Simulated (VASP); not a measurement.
# La2O3 (P-62m) in VASP: further runs

Runs on La2O3. Level: PBEsol+D3(BJ). Tasks: single point.

Everything below comes from runs of VASP 6.6.1. Logs are shortened: lines on timing, memory, paths and dates and some standing lists are left out, and cuts for length are marked.

## Step 1: The cell of the first run

The structure is hexagonal, space group P-62m (No. 189). Conventional cell: a = 6.048 Å, b = 6.048 Å, c = 3.220 Å, α = 90.00°, β = 90.00°, γ = 120.00°. La (site symmetry -6) has 6 O at 2.37 Å within 3.1 Å. O (site symmetry m2m) has 4 La at 2.37 Å and 4 O at 3.02 Å within 3.1 Å.

## Step 2: Single point, PBEsol+D3(BJ)

File INCAR:

```
SYSTEM = La2O3
  PREC = Accurate
  ENCUT = 520
  EDIFF = 1E-6
  ISMEAR = 0
  SIGMA = 0.01
  LREAL = .FALSE.
  LASPH = .TRUE.
  NELM = 80
  ALGO = Normal
  ISIF = 2
  LWAVE = .FALSE.
  LCHARG = .FALSE.
  GGA = PS
  IVDW = 12
  NBANDS = 28
```

File KPOINTS:

```
regular mesh
0
G
  3 3 6
  0 0 0
```

File POSCAR:

```
La2O3
1.0
    6.0476654965      0.0000000000      0.0000000000
   -3.0238327483      5.2374319536      0.0000000000
    0.0000000000      0.0000000000      3.2197270305
La O
2 3
Direct
    0.3333333333      0.6666666667      0.5000000000
    0.6666666667      0.3333333333      0.5000000000
    0.4966539123      0.4966539123      0.0000000000
    0.0000000000      0.5033460877      0.0000000000
    0.5033460877      0.0000000000      0.0000000000
```

Potentials or basis: VASP PAW PBE potentials, release 64 (La, O).

On the command line:

```sh
$ cat potpaw_PBE.64/La/POTCAR potpaw_PBE.64/O/POTCAR > POTCAR
$ mpirun -np 1 vasp_std > vasp.out
```

OUTCAR:

```text
SYSTEM = La2O3
   PREC = Accurate
   ENCUT = 520
   EDIFF = 1E-6
   ISMEAR = 0
   LREAL = .FALSE.
   LASPH = .TRUE.
   NELM = 80
   ISIF = 2
   GGA = PS
   IVDW = 12
 IVDW          = 12

 ion  position               nearest neighbor table
   1  0.333  0.667  0.500-   4 2.37   4 2.37   5 2.37   5 2.37   3 2.37   3 2.37   2 3.49   2 3.49
                             2 3.49
   2  0.667  0.333  0.500-   4 2.37   4 2.37   5 2.37   5 2.37   3 2.37   3 2.37   1 3.49   1 3.49
                             1 3.49
   3  0.497  0.497  0.000-   2 2.37   2 2.37   1 2.37   1 2.37
   4  0.000  0.503  0.000-   1 2.37   1 2.37   2 2.37   2 2.37
   5  0.503  0.000  0.000-   2 2.37   2 2.37   1 2.37   1 2.37

  LATTYP: Found a hexagonal cell.
 ALAT       =     6.0476654965
 C/A-ratio  =     0.5323917191

  Lattice vectors:

 A1 = (   6.0476654965,   0.0000000000,   0.0000000000)
 A2 = (  -3.0238327483,   5.2374319536,   0.0000000000)
 A3 = (   0.0000000000,   0.0000000000,   3.2197270305)

Analysis of symmetry for initial positions (statically):
=====================================================================
 Subroutine PRICEL returns:
 Original cell was already a primitive cell.

 Routine SETGRP: Setting up the symmetry group for a
 hexagonal supercell.

 Subroutine GETGRP returns: Found 12 space group operations
 (whereof 12 operations were pure point group operations)
 out of a pool of 24 trial point group operations.

The static configuration has the point symmetry D_3h.

Analysis of symmetry for dynamics (positions and initial velocities):
=====================================================================
 Subroutine PRICEL returns:
 Original cell was already a primitive cell.

 Routine SETGRP: Setting up the symmetry group for a
 hexagonal supercell.

 Subroutine GETGRP returns: Found 12 space group operations
 (whereof 12 operations were pure point group operations)
 out of a pool of 24 trial point group operations.

The dynamic configuration has the point symmetry D_3h.

 Subroutine INISYM returns: Found 12 space group operations
 (whereof 12 operations are pure point group operations),
 and found     1 'primitive' translations

----------------------------------------------------------------------------------------

                                     Primitive cell

  volume of cell :     101.9824

  direct lattice vectors                    reciprocal lattice vectors
     6.047665496  0.000000000  0.000000000     0.165353061  0.095466634  0.000000000
    -3.023832748  5.237431954  0.000000000     0.000000000  0.190933268  0.000000000
     0.000000000  0.000000000  3.219727031     0.000000000  0.000000000  0.310585336

  length of vectors
     6.047665496  6.047665497  3.219727031     0.190933268  0.190933268  0.310585336

  position of ions in fractional coordinates (direct lattice)
     0.333333333  0.666666667  0.500000000
     0.666666667  0.333333333  0.500000000
     0.496653912  0.496653912  0.000000000
     0.000000000  0.503346088  0.000000000
     0.503346088  0.000000000  0.000000000

  ion indices of the primitive-cell ions
   primitive index   ion index
                 1           1
                 2           2
                 3           3
                 4           4
                 5           5

----------------------------------------------------------------------------------------

 KPOINTS: regular mesh

Automatic generation of k-mesh.
 Grid dimensions read from file:
 generate k-points for:    3    3    6

 Generating k-lattice:

  Cartesian coordinates                     Fractional coordinates (reciprocal lattice)
     0.055117687  0.031822211  0.000000000     0.333333333  0.000000000  0.000000000
     0.000000000  0.063644423  0.000000000     0.000000000  0.333333333  0.000000000
     0.000000000  0.000000000  0.051764223     0.000000000  0.000000000  0.166666667

  Length of vectors
     0.063644423  0.063644423  0.051764223

  Shift w.r.t. Gamma in fractional coordinates (k-lattice)
     0.000000000  0.000000000  0.000000000

 Subroutine IBZKPT returns following result:
 ===========================================

 Found     12 irreducible k-points:

 Following reciprocal coordinates:
            Coordinates               Weight
  0.000000  0.000000  0.000000      1.000000
  0.333333 -0.000000  0.000000      6.000000
  0.333333  0.333333  0.000000      2.000000
  0.000000  0.000000  0.166667      2.000000
  0.333333 -0.000000  0.166667     12.000000
  0.333333  0.333333  0.166667      4.000000
  0.000000  0.000000  0.333333      2.000000
  0.333333 -0.000000  0.333333     12.000000
  0.333333  0.333333  0.333333      4.000000
  0.000000  0.000000  0.500000      1.000000
  0.333333 -0.000000  0.500000      6.000000
  0.333333  0.333333  0.500000      2.000000
   k-points           NKPTS =     12   k-points in BZ     NKDIM =     12   number of bands    NBANDS=     28
   number of dos      NEDOS =    301   number of ions     NIONS =      5
   total plane-waves  NPLWV =  55296
   dimension x,y,z NGX =    48 NGY =   48 NGZ =   24
   dimension x,y,z NGXF=    96 NGYF=   96 NGZF=   48
   ions per type =               2   3
   NGX,Y,Z   is equivalent  to a cutoff of  13.19, 13.19, 12.39 a.u.
   NGXF,Y,Z  is equivalent  to a cutoff of  26.39, 26.39, 24.78 a.u.
 SYSTEM =  La2O3
   PREC   = accura    normal or accurate (medium, high low for compatibility)
   ISTART =      0    job   : 0-new  1-cont  2-samecut
   ICHARG =      2    charge: 1-file 2-atom 10-const
   ISPIN  =      1    spin polarized calculation?
   LNONCOLLINEAR =      F non collinear calculations
   LSORBIT =      F    spin-orbit coupling
   LASPH  =      T    aspherical Exc in radial PAW
   ENCUT  =  520.0 eV  38.22 Ry    6.18 a.u.  11.24 11.24  5.99*2*pi/ulx,y,z
   NELM   =     80;   NELMIN=  2; NELMDL= -5     # of ELM steps
   EDIFF  = 0.1E-05   stopping-criterion for ELM
   LREAL  =      F    real-space projection
   EDIFFG = 0.1E-04   stopping-criterion for IOM
   NSW    =      0    number of steps for IOM
   IBRION =     -1    ionic relax: 0-MD 1-quasi-New 2-CG
   NFREE  =      0    steps in history (QN), initial steepest desc. (CG)
   ISIF   =      2    stress and relaxation
   ISYM   =      2    0-nonsym 1-usesym 2-fastsym
   POTIM  = 0.5000    time-step for ionic-motion
   TEBEG  =    0.0;   TEEND  =   0.0 temperature during run
   PSTRESS=    0.0 pullay stress
   NELECT =      40.0000    total number of electrons
   NUPDOWN=      -1.0000    fix difference up-down
   EMIN   =  10.00;   EMAX   =-10.00  energy-range for DOS
   EFERMI =   0.00;   METHOD = LEGACY
   ISMEAR =     0;   SIGMA  =   0.01  broadening in eV -4-tet -1-fermi 0-gaus
   EFERMI_NEDOS =   21; number of points for ismear=-14 and -15
   IALGO  =     38    algorithm
   IMIX   =      4    mixing-type and parameters
     AMIX     =   0.40;   BMIX     =  1.00
     AMIX_MAG =   1.60;   BMIX_MAG =  1.00
  volume/ion in A,a.u.               =      20.40       137.64
  Fermi-wavevector in a.u.,A,eV,Ry     =   1.198358  2.264567 19.538794  1.436061
  Thomas-Fermi vector in A             =   2.334249
   LORBIT       =      0    0 simple, 1 ext, 2 COOP (PROOUT), +10 PAW based schemes
   GGA     = PS    functional components
   LHFCALC =     F    Hartree Fock is set to
   AEXX    =    0.0000 exact exchange contribution
   IVDW    =    12    specifies the selected vdW correction
   LEPSILON=     F    determine dielectric tensor
   LRPA    =     F    only Hartree local field effects (RPA)
 non-spin polarized calculation
 Gauss-broadening in eV      SIGMA  =   0.01
  energy-cutoff  :      520.00
  volume of cell :      101.98
 maximum number of plane-waves:      2780
 NGX is ok and might be reduce to    48
   NGX = 23   NGY = 23   NGZ = 11

 number of electron      39.9999987 magnetization

 Free energy of the ion-electron system (eV)
  ---------------------------------------------------
  ext. energy  EPLUGINS =         0.00000000
  ---------------------------------------------------
  free energy    TOTEN  =       -42.18401092 eV

  energy without entropy =      -42.18401092  energy(sigma->0) =      -42.18401092

 E-fermi :   4.5379     XC(G=0):  -8.8879

 val. band max:        4.4752497660   @ k =   0.0000   0.0000   0.5000
 cond. band min:       5.3854940719   @ k =   0.0000   0.0000   0.0000
 fundamental gap:      0.9102443059
 Fermi energy:         4.5379375613

 k-point     1 :       0.0000    0.0000    0.0000
  band No.  band energies     occupation
      1     -26.2013      2.00000
      2     -25.8431      2.00000
      3     -13.8420      2.00000
      4     -13.8420      2.00000
      5     -11.8410      2.00000
      6      -9.6926      2.00000
[... 20 lines left out ...]
     27       9.4388      0.00000
     28       9.4934      0.00000

 k-point     2 :       0.3333   -0.0000    0.0000
  band No.  band energies     occupation
      1     -26.1290      2.00000
      2     -25.9224      2.00000
      3     -13.8579      2.00000
      4     -13.5254      2.00000
      5     -12.4224      2.00000
      6      -9.6010      2.00000
[... 20 lines left out ...]
     27       9.4840      0.00000
     28       9.4936      0.00000

 k-point     3 :       0.3333    0.3333    0.0000
  band No.  band energies     occupation
      1     -26.0274      2.00000
      2     -26.0274      2.00000
      3     -13.8745      2.00000
      4     -13.0220      2.00000
      5     -13.0220      2.00000
      6      -9.5092      2.00000
[... 20 lines left out ...]
     27       9.4360      0.00000
     28       9.4402      0.00000

 k-point     4 :       0.0000    0.0000    0.1667
  band No.  band energies     occupation
      1     -26.0906      2.00000
      2     -25.7530      2.00000
      3     -13.5809      2.00000
      4     -13.5809      2.00000
      5     -12.7677      2.00000
      6      -9.5536      2.00000
[... 20 lines left out ...]
     27       9.2834      0.00000
     28       9.4202      0.00000

 k-point     5 :       0.3333   -0.0000    0.1667
  band No.  band energies     occupation
      1     -26.0222      2.00000
      2     -25.8275      2.00000
      3     -13.5956      2.00000
      4     -13.3803      2.00000
      5     -12.8878      2.00000
      6      -9.7424      2.00000
[... 20 lines left out ...]
     27       9.2697      0.00000
     28       9.4092      0.00000

 k-point     6 :       0.3333    0.3333    0.1667
  band No.  band energies     occupation
      1     -25.9263      2.00000
      2     -25.9263      2.00000
      3     -13.6111      2.00000
      4     -13.1099      2.00000
      5     -13.1099      2.00000
      6      -9.7918      2.00000
[... 20 lines left out ...]
     27       9.2535      0.00000
     28       9.2576      0.00000

 k-point     7 :       0.0000    0.0000    0.3333
  band No.  band energies     occupation
      1     -25.8538      2.00000
      2     -25.5637      2.00000
      3     -14.1000      2.00000
      4     -12.8683      2.00000
      5     -12.8683      2.00000
      6     -10.7284      2.00000
[... 20 lines left out ...]
     27       9.0135      0.00000
     28       9.1216      0.00000

 k-point     8 :       0.3333   -0.0000    0.3333
  band No.  band energies     occupation
      1     -25.7946      2.00000
      2     -25.6271      2.00000
      3     -13.8950      2.00000
      4     -13.2049      2.00000
      5     -12.8788      2.00000
      6     -10.5381      2.00000
[... 20 lines left out ...]
     27       9.1745      0.00000
     28       9.2025      0.00000

 k-point     9 :       0.3333    0.3333    0.3333
  band No.  band energies     occupation
      1     -25.7119      2.00000
      2     -25.7119      2.00000
      3     -13.5789      2.00000
      4     -13.5789      2.00000
      5     -12.8899      2.00000
      6     -10.1277      2.00000
[... 20 lines left out ...]
     27       9.2605      0.00000
     28       9.2899      0.00000

 k-point    10 :       0.0000    0.0000    0.5000
  band No.  band energies     occupation
      1     -25.7264      2.00000
      2     -25.4639      2.00000
      3     -14.6595      2.00000
      4     -12.2457      2.00000
      5     -12.2457      2.00000
      6     -11.3330      2.00000
[... 20 lines left out ...]
     27       9.0008      0.00000
     28       9.1000      0.00000

 k-point    11 :       0.3333   -0.0000    0.5000
  band No.  band energies     occupation
      1     -25.6726      2.00000
      2     -25.5211      2.00000
      3     -14.3847      2.00000
      4     -13.2713      2.00000
      5     -12.2478      2.00000
      6     -10.3930      2.00000
[... 20 lines left out ...]
     27       9.1578      0.00000
     28       9.3112      0.00000

 k-point    12 :       0.3333    0.3333    0.5000
  band No.  band energies     occupation
      1     -25.5977      2.00000
      2     -25.5977      2.00000
      3     -13.9260      2.00000
      4     -13.9260      2.00000
      5     -12.2498      2.00000
      6     -10.4398      2.00000
[... 20 lines left out ...]
     27       9.3333      0.00000
     28       9.3519      0.00000

------------------------ aborting loop because EDIFF is reached ----------------------------------------

 Edisp (eV)   -1.10043

 E8    (eV) :    -0.7953

  FORCE on cell =-STRESS in cart. coord.  units (eV):
  Direction    XX          YY          ZZ          XY          YZ          ZX
  --------------------------------------------------------------------------------------
  -------------------------------------------------------------------------------------
  Total       4.97325     4.97325     4.95053    -0.00000    -0.00000     0.00000
  in kB      78.13137    78.13137    77.77454    -0.00000    -0.00000     0.00000
  external pressure =       78.01 kB  Pullay stress =        0.00 kB

 VOLUME and BASIS-vectors are now :
 -----------------------------------------------------------------------------
  energy-cutoff  :      520.00
  volume of cell :      101.98
      direct lattice vectors                 reciprocal lattice vectors
     6.047665496  0.000000000  0.000000000     0.165353061  0.095466634  0.000000000
    -3.023832748  5.237431954  0.000000000     0.000000000  0.190933268  0.000000000
     0.000000000  0.000000000  3.219727031     0.000000000  0.000000000  0.310585336

 POSITION                                       TOTAL-FORCE (eV/Angst)
 -----------------------------------------------------------------------------------
     -0.00000      3.49162      1.60986        -0.000000      0.000000      0.000000
      3.02383      1.74581      1.60986        -0.000000      0.000000      0.000000
      1.50180      2.60119      0.00000         0.001204      0.002086      0.000000
     -1.52203      2.63624      0.00000         0.001204     -0.002086      0.000000
      3.04407      0.00000      0.00000        -0.002408     -0.000000      0.000000
 -----------------------------------------------------------------------------------
    total drift:                                0.000001      0.000001     -0.000000

  FREE ENERGIE OF THE ION-ELECTRON SYSTEM (eV)
  ---------------------------------------------------
  free  energy   TOTEN  =       -43.2844405134 eV

  energy  without entropy=      -43.2844405134  energy(sigma->0) =      -43.28444051
```

It took 42 s on 1 thread of Intel Xeon Platinum 8488C (Sapphire Rapids), shared host; peak memory 0.24 GiB.

Results:

```yaml
Free_energy: -43.2844 eV
Pressure: 7.8 GPa
Band_gap_on_the_k_mesh: 0.91 eV, indirect (least direct gap 1.72 eV)
Dispersion_energy_per_atom: -0.220 eV
```

Forces in eV/Å, atoms in the order of the input:
```
La   0.000  0.000  0.000
La   0.000  0.000  0.000
O    0.001  0.002  0.000
O    0.001 -0.002  0.000
O   -0.002  0.000  0.000
```

Levels at points of the mesh, in eV from the valence-band top:
| k point | band 16 | band 17 | band 18 | band 19 | band 20 | band 21 | band 22 | band 23 | band 24 | band 25 |
| --- | --- | --- | --- | --- | --- | --- | --- | --- | --- | --- |
| (0.00, 0.00, 0.00) | -2.66 | -1.44 | -1.44 | -1.30 | -0.81 | 0.91 | 3.20 | 3.85 | 3.85 | 4.92 |
| (0.00, 0.00, 0.50) | -1.84 | -1.82 | -1.82 | -0.86 | 0.00 | 4.15 | 4.15 | 4.16 | 4.36 | 4.40 |

Caveat: the PAW data sets were made with another functional, which shifts forces and pressure a little; spin-orbit coupling is left out, which moves the levels of the heavy elements.

## Step 3: Single point, PBEsol+D3(BJ)

This run uses another cell than the first one, of 20.76 Å³/atom, 1.018 times its volume.

File INCAR:

```
SYSTEM = La2O3
PREC = Accurate
ENCUT = 520
EDIFF = 1E-6
ISMEAR = 0
SIGMA = 0.01
LREAL = .FALSE.
LASPH = .TRUE.
NELM = 100
ALGO = Normal
ISIF = 2
LWAVE = .FALSE.
LCHARG = .FALSE.
GGA = PS
IVDW = 12
NBANDS = 28
```

File KPOINTS:

```
Automatic mesh
0
G
  3 3 6
  0 0 0
```

File POSCAR:

```
La2O3
1.0
    6.0968846209      0.0000000000      0.0000000000
   -3.0484423105      5.2800569657      0.0000000000
    0.0000000000      0.0000000000      3.2240261023
La O
2 3
Direct
    0.3333333333      0.6666666667      0.5000000000
    0.6666666667      0.3333333333      0.5000000000
    0.4996922000      0.4996922000      0.0000000000
    0.0000000000      0.5003078000      0.0000000000
    0.5003078000      0.0000000000      0.0000000000
```

Potentials or basis: VASP PAW PBE potentials, release 64 (La, O).

On the command line:

```sh
$ cat potpaw_PBE.64/La/POTCAR potpaw_PBE.64/O/POTCAR > POTCAR
$ mpirun -np 1 vasp_std > vasp.out
```

Run time: 39 s. Hardware: 1 thread of Intel Xeon Platinum 8488C (Sapphire Rapids), shared host; peak memory 0.24 GiB.

The run converged. Its results:

```yaml
Free_energy: -43.3623 eV
Pressure: 5.8 GPa
Band_gap_on_the_k_mesh: 1.01 eV, indirect (least direct gap 1.77 eV)
Dispersion_energy_per_atom: -0.216 eV
```

Levels at points of the mesh, in eV from the valence-band top:
| k point | band 17 | band 18 | band 19 | band 20 | band 21 | band 22 | band 23 | band 24 |
| --- | --- | --- | --- | --- | --- | --- | --- | --- |
| (0.00, 0.00, 0.00) | -1.37 | -1.37 | -1.21 | -0.77 | 1.01 | 3.25 | 3.88 | 3.88 |
| (0.00, 0.00, 0.50) | -1.74 | -1.74 | -0.78 | 0.00 | 4.21 | 4.21 | 4.22 | 4.37 |

Caveat: the PAW data sets were made with another functional, which shifts forces and pressure a little; spin-orbit coupling is left out, which moves the levels of the heavy elements.

## Step 4: Single point, PBEsol+D3(BJ)

This run uses another cell than the first one, of 21.14 Å³/atom, 1.036 times its volume.

Edit INCAR of step 3 so:

```diff
@@ -3,3 +3,3 @@
 ENCUT = 520
-EDIFF = 1E-6
+EDIFF = 1E-7
 ISMEAR = 0
```

KPOINTS is that of step 3.

File POSCAR:

```
La2O3
1.0
    6.1475468617      0.0000000000      0.0000000000
   -3.0737734309      5.3239317532      0.0000000000
    0.0000000000      0.0000000000      3.2295438213
La O
2 3
Direct
    0.3333333333      0.6666666667      0.5000000000
    0.6666666667      0.3333333333      0.5000000000
    0.4998452315      0.4998452315      0.0000000000
    0.0000000000      0.5001547685      0.0000000000
    0.5001547685      0.0000000000      0.0000000000
```

On the command line:

```sh
$ cat potpaw_PBE.64/La/POTCAR potpaw_PBE.64/O/POTCAR > POTCAR
$ mpirun -np 1 vasp_std > vasp.out
```

It took 44 s on 1 thread of Intel Xeon Platinum 8488C (Sapphire Rapids), shared host; peak memory 0.24 GiB.

It converged, with:

* Free energy: -43.4212 eV
* Pressure: 3.8 GPa
* Band gap on the k mesh: 1.11 eV, indirect (least direct gap 1.82 eV)
* Dispersion energy per atom: -0.212 eV

Levels at points of the mesh, in eV from the valence-band top:
| k point | band 16 | band 17 | band 18 | band 19 | band 20 | band 21 | band 22 | band 23 | band 24 | band 25 |
| --- | --- | --- | --- | --- | --- | --- | --- | --- | --- | --- |
| (0.00, 0.00, 0.00) | -2.43 | -1.30 | -1.30 | -1.12 | -0.71 | 1.11 | 3.30 | 3.91 | 3.91 | 4.92 |
| (0.00, 0.00, 0.50) | -1.73 | -1.63 | -1.63 | -0.69 | 0.00 | 4.27 | 4.27 | 4.28 | 4.37 | 4.43 |

Caveat: the PAW data sets were made with another functional, which shifts forces and pressure a little; spin-orbit coupling is left out, which moves the levels of the heavy elements. A k mesh can miss the band edges.

[end of part 1 of 2]
